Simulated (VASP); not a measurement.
# C (Im-3m) in VASP: notebook, part 2 of 2

VASP 6.6.1. The steps go on from the part before.

## (3) Single point, PBE

INCAR reads:

```
SYSTEM = C
ALGO     = Normal         ! electronic algorithm
EDIFF    = 1E-6           ! SCF threshold, eV
ENCUT    = 520            ! plane-wave cutoff, eV
GGA      = PE             ! functional
ISIF     = 2              ! what is computed and relaxed
ISMEAR   = -1             ! smearing method
LASPH    = .True.         ! aspherical terms in the spheres
LCHARG   = .True.         ! write CHGCAR
LELF     = .True.         ! ELF
LREAL    = .False.        ! projectors in reciprocal space
LVHAR    = .True.       
LWAVE    = .False.        ! write WAVECAR
NBANDS   = 8              ! bands
NELM     = 100            ! most SCF steps
PREC     = Accurate       ! precision mode
SIGMA    = 0.1            ! smearing width, eV
```

KPOINTS reads:

```
k-points
0
Gamma
  25 25 25
  0 0 0
```

POSCAR reads:

```
C
1.0
   -1.1244585367      1.1244585367      1.1244585367
    1.1244585367     -1.1244585367      1.1244585367
    1.1244585367      1.1244585367     -1.1244585367
C
1
Direct
    0.0000000000      0.0000000000      0.0000000000
```

Potentials or basis: VASP PAW PBE potentials, release 64 (C).

The run is started by

```bash
cat potpaw_PBE.64/C/POTCAR > POTCAR
mpirun -np 1 vasp_std > vasp.out
```

OUTCAR:

```text
SYSTEM = C
   EDIFF = 1E-6
   ENCUT = 520
   GGA = PE
   ISIF = 2
   ISMEAR = -1
   LASPH = .True.
   LREAL = .False.
   NELM = 100
   PREC = Accurate

 ion  position               nearest neighbor table
   1  0.000  0.000  0.000-

  LATTYP: Found a body centered cubic cell.
 ALAT       =     2.2489170734

  Lattice vectors:

 A1 = (  -1.1244585367,   1.1244585367,   1.1244585367)
 A2 = (   1.1244585367,  -1.1244585367,   1.1244585367)
 A3 = (   1.1244585367,   1.1244585367,  -1.1244585367)
[... 433 lines left out ...]
  band No.  band energies     occupation
      1      -0.7685      2.00000
      2       3.2894      2.00000
      3      15.8731      0.00000
      4      19.5751      0.00000
      5      35.0916      0.00000
      6      35.4492      0.00000
      7      50.2085      0.00000
      8      51.3508      0.00000

 [... further k-points ...]
[... 5 lines left out ...]
  --------------------------------------------------------------------------------------
  -------------------------------------------------------------------------------------
  Total        1.4968544      1.4968544      1.4968544     -0.0000000      0.0000000     -0.0000000
  in kB      421.6963247    421.6963247    421.6963247     -0.0000000      0.0000000     -0.0000000
  external PRESSURE =     421.6963247 kB  Pullay stress =       0.0000000 kB

 VOLUME and BASIS-vectors are now :
 -----------------------------------------------------------------------------
  energy-cutoff  :      520.00
  volume of cell :        5.69
      direct lattice vectors                 reciprocal lattice vectors
    -1.124458537  1.124458537  1.124458537     0.000000000  0.444658459  0.444658459
     1.124458537 -1.124458537  1.124458537     0.444658459  0.000000000  0.444658459
     1.124458537  1.124458537 -1.124458537     0.444658459  0.444658459  0.000000000

 POSITION                                       TOTAL-FORCE (eV/Angst)
 -----------------------------------------------------------------------------------
      0.00000      0.00000      0.00000         0.000000      0.000000      0.000000
 -----------------------------------------------------------------------------------
    total drift:                               -0.000000      0.000000     -0.000000

  FREE ENERGIE OF THE ION-ELECTRON SYSTEM (eV)
  ---------------------------------------------------
  free  energy   TOTEN  =        -4.7650467224 eV

  energy  without entropy=       -4.7547923453  energy(sigma->0) =       -4.75991953
```

stdout:

```text
POSCAR found type information on POSCAR C
 POSCAR found :  1 types and       1 ions
 scaLAPACK will be used
 LDA part: xc-table for (Slater+PW92), standard interpolation
 POSCAR, INCAR and KPOINTS ok, starting setup
 FFT: planning ... GRIDC
 FFT: planning ... GRID_SOFT
 FFT: planning ... GRID
 WAVECAR not read
 entering main loop
```

Run time: 5.1 s. Hardware: 1 thread of Intel Xeon Platinum 8488C (Sapphire Rapids), shared host; peak memory 0.12 GiB.

Results:

- Free energy: -4.7650 eV
- Pressure: 42.2 GPa
- Band gap on the k mesh: zero (band 2 reaches 21.56 eV, above the bottom of band 3 at 5.47 eV)

## (4) Single point, PBE (volume scaled by 0.85)

INCAR reads:

```
ALGO = Normal
EDIFF = 1E-6
ENCUT = 520
GGA = PE
ISIF = 2
ISMEAR = -1
LASPH = True
LCHARG = True
LELF = True
LREAL = False
LVHAR = True
LWAVE = False
NBANDS = 8
NELM = 80
PREC = Accurate
SIGMA = 0.1
```

KPOINTS reads:

```
k-points
0
Gamma
  25 25 25
```

POSCAR is that of step 3.

The run is started by

```bash
cat potpaw_PBE.64/C/POTCAR > POTCAR
mpirun -np 1 vasp_std > vasp.out
```

Run time: 7.2 s. Hardware: 1 thread of Intel Xeon Platinum 8488C (Sapphire Rapids), shared host; peak memory 0.11 GiB.

Results (log left out):

```yaml
Free_energy: -4.7650 eV
Pressure: 42.2 GPa
Band_gap_on_the_k_mesh: zero (band 2 reaches 21.56 eV, above the bottom of band 3 at 5.47 eV)
```

Levels at points of the mesh, in eV from the Fermi level:
```csv
k point,band 1,band 2,band 3,band 4,band 5,band 6,band 7
"(0.00, 0.00, 0.00)",-21.94,10.66,10.66,10.66,35.90,35.90,35.90
```

Caveat: the cell differs from its parent crystal (volume scaled by 0.85).

## (5) Single point, PBE

This run uses another cell than the first one, of 5.69 Å³/atom, 1.133 times its volume.

INCAR reads:

```
SYSTEM = C
ALGO     = Normal         ! electronic algorithm
EDIFF    = 1E-6           ! SCF threshold, eV
ENCUT    = 520            ! plane-wave cutoff, eV
GGA      = PE             ! functional
ISIF     = 2              ! what is computed and relaxed
ISMEAR   = -4             ! smearing method
LASPH    = .TRUE.         ! aspherical terms in the spheres
LCHARG   = .TRUE.         ! write CHGCAR
LELF     = .TRUE.         ! ELF
LREAL    = .FALSE.        ! projectors in reciprocal space
LVHAR    = .TRUE.       
LWAVE    = .FALSE.        ! write WAVECAR
NBANDS   = 8              ! bands
NELM     = 80             ! most SCF steps
PREC     = Accurate       ! precision mode
SIGMA    = 0.1            ! smearing width, eV
```

KPOINTS reads:

```
k-points
0
G
  25 25 25
  0 0 0
```

POSCAR is that of step 4.

The run is started by

```bash
cat potpaw_PBE.64/C/POTCAR > POTCAR
mpirun -np 1 vasp_std > vasp.out
```

It took 12 s on 1 thread of Intel Xeon Platinum 8488C (Sapphire Rapids), shared host; peak memory 0.14 GiB.

Results (log left out):

```
Free energy            : -4.6897 eV
Pressure               : 44.1 GPa
Band gap on the k mesh : zero (band 2 reaches 21.56 eV, above the bottom of band 3 at 5.47 eV)
```

Levels at points of the mesh, in eV from the Fermi level:
```tsv
k point	band 1	band 2	band 3	band 4	band 5	band 6
(0.00, 0.00, 0.00)	-21.93	10.68	10.68	10.68	35.91	35.91
```

## (6) Single point, PBE (volume scaled by 0.95)

INCAR reads:

```
SYSTEM = C
ALGO = Normal
EDIFF = 1E-7
ENCUT = 520
GGA = PE
ISIF = 2
ISMEAR = -1
LASPH = .True.
LCHARG = .False.
LREAL = .False.
LWAVE = .False.
NBANDS = 8
NELM = 60
PREC = Accurate
SIGMA = 0.1
```

KPOINTS reads:

```
k-points
0
Gamma
  25 25 25
  0 0 0
```

POSCAR reads:

```
C
1.0
   -1.1669305393      1.1669305393      1.1669305393
    1.1669305393     -1.1669305393      1.1669305393
    1.1669305393      1.1669305393     -1.1669305393
C
1
Direct
    0.0000000000      0.0000000000      0.0000000000
```

Potentials or basis: VASP PAW PBE potentials, release 64 (C).

The run is started by

```bash
cat potpaw_PBE.64/C/POTCAR > POTCAR
mpirun -np 1 vasp_std > vasp.out
```

Run time: 7 s. Hardware: 1 thread of Intel Xeon Platinum 8488C (Sapphire Rapids), shared host; peak memory 0.12 GiB.

It converged, with:

- Free energy: -4.8697 eV
- Pressure: 10.5 GPa
- Band gap on the k mesh: zero (band 2 reaches 18.75 eV, above the bottom of band 3 at 3.91 eV)

Levels at points of the mesh, in eV from the Fermi level:
| k point | band 1 | band 2 | band 3 | band 4 | band 5 | band 6 |
| --- | --- | --- | --- | --- | --- | --- |
| (0.00, 0.00, 0.00) | -20.29 | 9.55 | 9.55 | 9.55 | 34.04 | 34.04 |

Caveat: the cell differs from its parent crystal (volume scaled by 0.95).

## (7) The runs side by side

| cell | smearing | gap on the mesh (eV) | pressure (GPa) |
| --- | --- | --- | --- |
| a = 1.868 Å, angles 109.5°, 1 atom | fermi-dirac 0.1 eV | none | 96.1 |
| a = 1.948 Å, angles 109.5°, 1 atom | fermi-dirac 0.1 eV | none | 42.2 |
| a = 1.948 Å, angles 109.5°, 1 atom | tetrahedron | none | 44.1 |
| a = 2.021 Å, angles 109.5°, 1 atom | fermi-dirac 0.1 eV | none | 10.5 |

Alike in all rows: task single point; level PBE; potentials or basis VASP PAW PBE potentials, release 64 (C); no spin polarisation; k mesh 25 × 25 × 25; cutoff (eV) 520.

Total energies depend on the potentials used, so only differences within one code and one set of settings carry meaning.
